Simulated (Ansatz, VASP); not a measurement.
## ZrS2 in VASP and in Ansatz

```xyz
3
Lattice="3.6914 0.0000 0.0000 -1.8457 3.1968 0.0000 0.0000 0.0000 6.0411" Properties=species:S:1:pos:R:3 pbc="T T T"
Zr    0.0000    0.0000    0.0000
S     1.8457    1.0656    4.6038
S     0.0000    2.1312    1.4372
```

Alike in both runs: task single point; functional LDA; k mesh 6 × 6 × 4; occupations gaussian, width 0.1 eV; no spin polarisation.

|  | VASP | Ansatz |
| --- | --- | --- |
| version | VASP 6.6.1 | Ansatz 0.2.0 |
| potentials or method | VASP PAW LDA potentials, release 64 (Zr_sv, S), cutoff 500 eV | scalar-relativistic, plane waves, PAW |
| valence electrons in the cell | 24 | 24 |

Ansatz gave:

- gap on the k mesh at the Fermi level (eV): 0.95
- least direct gap on the mesh (eV): 1.52
- pressure (GPa): -4.5
- traceless stress, the component that is largest in VASP (GPa): 1.06
- rms of the force components (eV/Å): 0.145

What did VASP give for the same quantities?

gap on the k mesh at the Fermi level (eV): 0.95; least direct gap on the mesh (eV): 1.53; pressure (GPa): -4.5; traceless stress, the component that is largest in VASP (GPa): 1.06; rms of the force components (eV/Å): 0.136.

LDA's correlation is that of Perdew and Zunger in VASP and of Perdew and Wang (1992) in Ansatz. Atom by atom the forces differ by 0.009 eV/Å (rms over components).
